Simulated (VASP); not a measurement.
A run of VASP 6.6.1 is set up as follows.

File INCAR:

```
ALGO = Normal
EDIFF = 1E-7
EDIFFG = -0.04
ENCUT = 600
GGA = PE
IBRION = 2
ISIF = 3
ISMEAR = 0
LASPH = True
LCHARG = False
LREAL = False
LWAVE = False
NELM = 100
NSW = 90
PREC = Accurate
SIGMA = 0.1
```

File KPOINTS:

```
k-points
0
Gamma
  6 6 2
```

Contents of POSCAR:

```
Ba2TaS4
1.0
    5.2984484700      0.0000000000      0.0000000000
   -2.6492242300      4.5885909700      0.0000000000
    0.0000000000      0.0000000000      8.7619060400
Ba Ta S
2 1 4
Direct
    0.0000000000      0.0000000000      0.7790749100
    0.0000000000      0.0000000000      0.2209250900
    0.0000000000      0.0000000000      0.5000000000
    0.5000000000      0.0000000000      0.5000000000
    0.0000000000      0.5000000000      0.5000000000
    0.5000000000      0.5000000000      0.5000000000
    0.0000000000      0.0000000000      0.0000000000
```

Potentials or basis: VASP PAW PBE potentials, release 64 (Ba_sv, Ta_pv, S).

Run with:

```console
$ cat potpaw_PBE.64/Ba_sv/POTCAR potpaw_PBE.64/Ta_pv/POTCAR potpaw_PBE.64/S/POTCAR > POTCAR
$ mpirun -np 1 vasp_std > vasp.out
```

Task: Estimate the band gap on the k mesh.

Result: Zero (an odd number of electrons rules out a gap without spin polarisation).

Task: What does it give for the relaxed volume?

Result: 41.65 Å³/atom.

Task: What does it give for the relaxed cell?

Result: a = 5.175 Å, b = 5.175 Å, c = 12.571 Å, α = 90.00°, β = 90.00°, γ = 120.00°.

Task: Predict the space group after relaxing (to 0.1 Å).

Result: P6/mmm (No. 191).

Forces in eV/Å, atoms in the order of the input:
```
Ba   0.000  0.000  0.006
Ba   0.000  0.000 -0.006
Ta   0.000  0.000  0.000
S    0.000  0.000  0.000
S    0.000  0.000  0.000
S    0.000  0.000  0.000
S    0.000  0.000  0.000
```

Caveat: the volume moved by over 15 % at a fixed basis, so the end points are rough; spin-orbit coupling is left out, which moves the levels of the heavy elements.
